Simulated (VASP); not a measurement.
# Zr (Fd-3m) in VASP: notebook, part 2 of 2

VASP 6.6.1. Earlier steps stand in the parts before.

### 4 Single point, BLYP (37.80 Å³/atom)

This run uses another cell than the first one, of 37.80 Å³/atom.

INCAR reads:

```
PREC = Accurate
ENCUT = 520
EDIFF = 1E-6
ISMEAR = -1
SIGMA = 0.1
LREAL = F
LASPH = T
NELM = 100
ALGO = Normal
ISIF = 2
LWAVE = F
LCHARG = F
GGA = B5
ALDAX = 1.0
AGGAX = 1.0
AGGAC = 1.0
ALDAC = 0.0
NBANDS = 19
```

KPOINTS reads:

```
regular mesh
0
Gamma
  14 14 14
```

POSCAR reads:

```
Zr
1.0
    0.0000000000      3.3559276253      3.3559276253
    3.3559276253      0.0000000000      3.3559276253
    3.3559276253      3.3559276253      0.0000000000
Zr
2
Direct
    0.1250000000      0.1250000000      0.1250000000
    0.8750000000      0.8750000000      0.8750000000
```

Potentials or basis: VASP PAW PBE potentials, release 64 (Zr_sv).

Command:

```
> cat potpaw_PBE.64/Zr_sv/POTCAR > POTCAR
> mpirun -np 1 vasp_std > vasp.out
```

OUTCAR:

```text
PREC = Accurate
   ENCUT = 520
   EDIFF = 1E-6
   ISMEAR = -1
   LREAL = F
   LASPH = T
   NELM = 100
   ISIF = 2
   GGA = B5

 ion  position               nearest neighbor table
   1  0.125  0.125  0.125-   2 2.91   2 2.91   2 2.91   2 2.91
   2  0.875  0.875  0.875-   1 2.91   1 2.91   1 2.91   1 2.91

  LATTYP: Found a face centered cubic cell.
 ALAT       =     6.7118552506

  Lattice vectors:

 A1 = (   0.0000000000,   3.3559276253,   3.3559276253)
 A2 = (   3.3559276253,   0.0000000000,   3.3559276253)
 A3 = (   3.3559276253,   3.3559276253,   0.0000000000)

Analysis of symmetry for initial positions (statically):
=====================================================================
 Subroutine PRICEL returns:
 Original cell was already a primitive cell.

 Routine SETGRP: Setting up the symmetry group for a
 face centered cubic supercell.

 Subroutine GETGRP returns: Found 48 space group operations
 (whereof 12 operations were pure point group operations)
 out of a pool of 48 trial point group operations.

The static configuration has the point symmetry D_3d.
 The point group associated with its full space group is O_h .

Analysis of symmetry for dynamics (positions and initial velocities):
=====================================================================
 Subroutine PRICEL returns:
 Original cell was already a primitive cell.

 Routine SETGRP: Setting up the symmetry group for a
 face centered cubic supercell.

 Subroutine GETGRP returns: Found 48 space group operations
 (whereof 12 operations were pure point group operations)
 out of a pool of 48 trial point group operations.

The dynamic configuration has the point symmetry D_3d.
 The point group associated with its full space group is O_h .

[... 104 lines left out ...]
   ISIF   =      2    stress and relaxation
   ISYM   =      2    0-nonsym 1-usesym 2-fastsym
   POTIM  = 0.5000    time-step for ionic-motion
   TEBEG  =    0.0;   TEEND  =   0.0 temperature during run
   PSTRESS=    0.0 pullay stress
   NELECT =      24.0000    total number of electrons
   NUPDOWN=      -1.0000    fix difference up-down
   EMIN   =  10.00;   EMAX   =-10.00  energy-range for DOS
   EFERMI =   0.00;   METHOD = LEGACY
   ISMEAR =    -1;   SIGMA  =   0.10  broadening in eV -4-tet -1-fermi 0-gaus
   EFERMI_NEDOS =   21; number of points for ismear=-14 and -15
   IALGO  =     38    algorithm
   IMIX   =      4    mixing-type and parameters
     AMIX     =   0.40;   BMIX     =  1.00
     AMIX_MAG =   1.60;   BMIX_MAG =  1.00
  volume/ion in A,a.u.               =      37.80       255.06
  Fermi-wavevector in a.u.,A,eV,Ry     =   1.116836  2.110514 16.970849  1.247322
  Thomas-Fermi vector in A             =   2.253453
   LORBIT       =      0    0 simple, 1 ext, 2 COOP (PROOUT), +10 PAW based schemes
   GGA     = B5    functional components
   LHFCALC =     F    Hartree Fock is set to
   AEXX    =    0.0000 exact exchange contribution
   IVDW    =     0    specifies the selected vdW correction
   LEPSILON=     F    determine dielectric tensor
   LRPA    =     F    only Hartree local field effects (RPA)
 non-spin polarized calculation
  energy-cutoff  :      520.00
  volume of cell :       75.59
 maximum number of plane-waves:      2085
   NGX = 17   NGY = 17   NGZ = 17

 number of electron      24.0000000 magnetization

 Free energy of the ion-electron system (eV)
  ---------------------------------------------------
  ext. energy  EPLUGINS =         0.00000000
  ---------------------------------------------------
  free energy    TOTEN  =       -10.62820012 eV

  energy without entropy =      -10.40476040  energy(sigma->0) =      -10.51648026

 E-fermi :   4.5027     XC(G=0):  -8.1031

 val. band max:        4.5012204711   @ k =   0.5000   0.0714   0.0000
 cond. band min:       4.5035107065   @ k =   0.4286   0.2857   0.0000
 fundamental gap:      0.0022902354
 Fermi energy:         4.5026600845

 k-point     1 :       0.0000    0.0000    0.0000
  band No.  band energies     occupation
      1     -44.3071      2.00000
      2     -44.0239      2.00000
      3     -22.6235      2.00000
      4     -22.6235      2.00000
      5     -22.6235      2.00000
      6     -22.0322      2.00000
[... 505 lines left out ...]
      6     -22.0899      2.00000
[... 11 lines left out ...]
     18       8.2181      0.00000
     19       9.0045      0.00000

 [... further k-points ...]
[... 5 lines left out ...]
  --------------------------------------------------------------------------------------
  -------------------------------------------------------------------------------------
  Total       -1.0545931     -1.0545931     -1.0545931     -0.0000000     -0.0000000      0.0000000
  in kB      -22.3525843    -22.3525843    -22.3525843     -0.0000000     -0.0000000      0.0000000
  external PRESSURE =     -22.3525843 kB  Pullay stress =       0.0000000 kB

 VOLUME and BASIS-vectors are now :
 -----------------------------------------------------------------------------
  energy-cutoff  :      520.00
  volume of cell :       75.59
      direct lattice vectors                 reciprocal lattice vectors
     0.000000000  3.355927625  3.355927625    -0.148990102  0.148990102  0.148990102
     3.355927625  0.000000000  3.355927625     0.148990102 -0.148990102  0.148990102
     3.355927625  3.355927625  0.000000000     0.148990102  0.148990102 -0.148990102

 POSITION                                       TOTAL-FORCE (eV/Angst)
 -----------------------------------------------------------------------------------
      0.83898      0.83898      0.83898         0.000000      0.000000      0.000000
      5.87287      5.87287      5.87287        -0.000000     -0.000000     -0.000000
 -----------------------------------------------------------------------------------
    total drift:                                0.000000      0.000000      0.000000

  FREE ENERGIE OF THE ION-ELECTRON SYSTEM (eV)
  ---------------------------------------------------
  free  energy   TOTEN  =       -10.6282001221 eV

  energy  without entropy=      -10.4047604041  energy(sigma->0) =      -10.51648026
```

OSZICAR:

```text
N       E                     dE             d eps       ncg     rms          rms(c)
DAV:   1     0.218193725489E+03    0.21819E+03   -0.12638E+04  3952   0.117E+03
DAV:   2     0.490132123996E+01   -0.21329E+03   -0.20998E+03  4795   0.341E+02
DAV:   3    -0.103714119489E+02   -0.15273E+02   -0.14840E+02  7309   0.641E+01
DAV:   4    -0.108434354472E+02   -0.47202E+00   -0.46744E+00  4949   0.117E+01
DAV:   5    -0.108604850357E+02   -0.17050E-01   -0.17029E-01  5826   0.160E+00    0.857E+00
DAV:   6    -0.106065848639E+02    0.25390E+00   -0.88261E-01  4556   0.502E+00    0.352E+00
DAV:   7    -0.106206528895E+02   -0.14068E-01   -0.19561E-01  6730   0.223E+00    0.134E+00
DAV:   8    -0.106287736245E+02   -0.81207E-02   -0.42031E-02  5088   0.152E+00    0.211E-01
DAV:   9    -0.106281397964E+02    0.63383E-03   -0.48929E-03  4562   0.410E-01    0.523E-02
DAV:  10    -0.106281962010E+02   -0.56405E-04   -0.16452E-04  5341   0.776E-02    0.587E-03
DAV:  11    -0.106281985732E+02   -0.23722E-05   -0.57529E-06  4118   0.136E-02    0.786E-03
DAV:  12    -0.106281999627E+02   -0.13895E-05   -0.29499E-06  3528   0.115E-02    0.259E-03
DAV:  13    -0.106282001221E+02   -0.15940E-06   -0.16032E-07  2621   0.345E-03
   1 F= -.10628200E+02 E0= -.10516480E+02  d E =-.223440E+00
```

stdout:

```text
POSCAR found type information on POSCAR Zr
 POSCAR found :  1 types and       2 ions
 scaLAPACK will be used
 -----------------------------------------------------------------------------
|                                                                             |
|                                                                             |
|     You enforced a specific xc type in the INCAR file but a different       |
|     I HOPE YOU KNOW WHAT YOU ARE DOING!                                     |
|                                                                             |
 -----------------------------------------------------------------------------

 LDA part: xc-table for (Slater(with rela. corr.)+VWN5), standard interpolation
 POSCAR, INCAR and KPOINTS ok, starting setup
 FFT: planning ... GRIDC
 FFT: planning ... GRID_SOFT
 FFT: planning ... GRID
 WAVECAR not read
 entering main loop
```

Wall time 66 s (1 thread of Intel Xeon 6975P-C (Granite Rapids), shared host); peak memory 0.27 GiB.

What came out:

* Free energy: -10.6282 eV
* Pressure: -2.2 GPa
* Band gap on the k mesh: zero (bands 12 and 13 overlap by 0.14 eV)

Caveat: the PAW data sets were made with another functional, which shifts forces and pressure a little.

### 5 Overview

```csv
cell,gap on the mesh (eV),pressure (GPa)
"a = 4.630 Å, angles 60.0°, 2 atoms",none,-1.0
"a = 4.689 Å, angles 60.0°, 2 atoms",none,-1.7
"a = 4.746 Å, angles 60.0°, 2 atoms",none,-2.2
```

Alike in all rows: task single point; level BLYP; potentials or basis VASP PAW PBE potentials, release 64 (Zr_sv); no spin polarisation; k mesh 14 × 14 × 14; cutoff (eV) 520; smearing fermi-dirac 0.1 eV.

Caveats: the PAW data sets were made with another functional, which shifts forces and pressure a little.

Absolute energies hang on the potentials; compare differences alone.
